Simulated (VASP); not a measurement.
Input of a VASP 6.6.1 run:

Contents of INCAR:

```
SYSTEM = HgTe
  ALGO = Normal
  EDIFF = 1E-6
  ENCUT = 520
  GGA = PS
  ISIF = 2
  ISMEAR = 0
  LASPH = .TRUE.
  LCHARG = .FALSE.
  LREAL = .FALSE.
  LWAVE = .FALSE.
  NBANDS = 16
  NELM = 60
  PREC = Accurate
  SIGMA = 0.15
```

The input KPOINTS:

```
k-points
0
G
  16 16 16
  0 0 0
```

The input POSCAR:

```
HgTe
1.0
    0.0000000000      3.0930919152      3.1744890708
    3.0930919152      0.0000000000      3.1744890708
    3.0930919152      3.0930919152      0.0000000000
Hg Te
1 1
Direct
    0.0000000000      0.0000000000      0.0000000000
    0.7500000000      0.7500000000      0.7500000000
```

Potentials or basis: VASP PAW PBE potentials, release 64 (Hg, Te).

Launch:

```console
$ cat potpaw_PBE.64/Hg/POTCAR potpaw_PBE.64/Te/POTCAR > POTCAR
$ mpirun -np 1 vasp_std > vasp.out
```

**Question.** Predict the pressure.

**Answer.** 7.6 GPa.

**Question.** What does it give for the band gap on the k mesh?

**Answer.** Zero (filled and empty bands touch).

Stress tensor (GPa, compression positive):
```
7.68 0.00 0.00
0.00 7.68 0.00
0.00 0.00 7.40
```

Caveat: the cell differs from its parent crystal (strain -0.050 along x and y, -0.025 along z); the cell stands under pressure; semilocal functionals underestimate gaps, so a narrow gap can read as zero; the PAW data sets were made with another functional, which shifts forces and pressure a little; spin-orbit coupling is left out, which moves the levels of the heavy elements.
